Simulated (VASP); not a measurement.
Write the native input for VASP 6.6.1 that does the following.

| Property | Result |
| --- | --- |
| Task | single point |
| Functional | PBE |
| Potentials or basis | VASP PAW PBE potentials, release 64 (Re, Li_sv) |
| Cutoff | 520 eV |
| k mesh | 8 × 8 × 8 |
| Occupations | fermi-dirac, width 0.05 eV |
| Spin | no spin polarisation |
| Dipole correction | no |
| Further INCAR settings | ALGO = Fast; EDIFF = 1e-06; NBANDS = 20 |

The structure of LiRe3 lies in POSCAR:

```
LiRe3
1.0
    0.0000000000      3.0528810000      3.0528810000
    3.0528810000      0.0000000000      3.0528810000
    3.0528810000      3.0528810000      0.0000000000
Re Li
3 1
Direct
    0.5000000000      0.5000000000      0.5000000000
    0.2500000000      0.2500000000      0.2500000000
    0.7500000000      0.7500000000      0.7500000000
    0.0000000000      0.0000000000      0.0000000000
```

These files were run (other wordings do the same):

INCAR

```
SYSTEM = LiRe3
ALGO     = Fast           ! electronic algorithm
EDIFF    = 1E-6           ! SCF threshold, eV
ENCUT    = 520            ! plane-wave cutoff, eV
GGA      = PE             ! functional
ISIF     = 2              ! what is computed and relaxed
ISMEAR   = -1             ! smearing method
LASPH    = .True.         ! aspherical terms in the spheres
LCHARG   = .False.        ! write CHGCAR
LREAL    = .False.        ! projectors in reciprocal space
LWAVE    = .False.        ! write WAVECAR
NBANDS   = 20             ! bands
NELM     = 100            ! most SCF steps
PREC     = Accurate       ! precision mode
SIGMA    = 0.05           ! smearing width, eV
```

KPOINTS

```
k-points
0
Gamma
  8 8 8
  0 0 0
```

Potentials or basis: VASP PAW PBE potentials, release 64 (Re, Li_sv).

Launch:

```sh
$ cat potpaw_PBE.64/Re/POTCAR potpaw_PBE.64/Li_sv/POTCAR > POTCAR
$ mpirun -np 1 vasp_std > vasp.out
```

It gave:

| Quantity | Value |
| --- | --- |
| Band gap on the k mesh | zero (bands 12 and 13 overlap by 2.60 eV) |

Caveat: spin-orbit coupling is left out, which moves the levels of the heavy elements.

It took 65 s on 1 thread of Intel(R) Xeon(R) Platinum 8488C (Sapphire Rapids), on a shared host, peak memory 0.19 GiB.
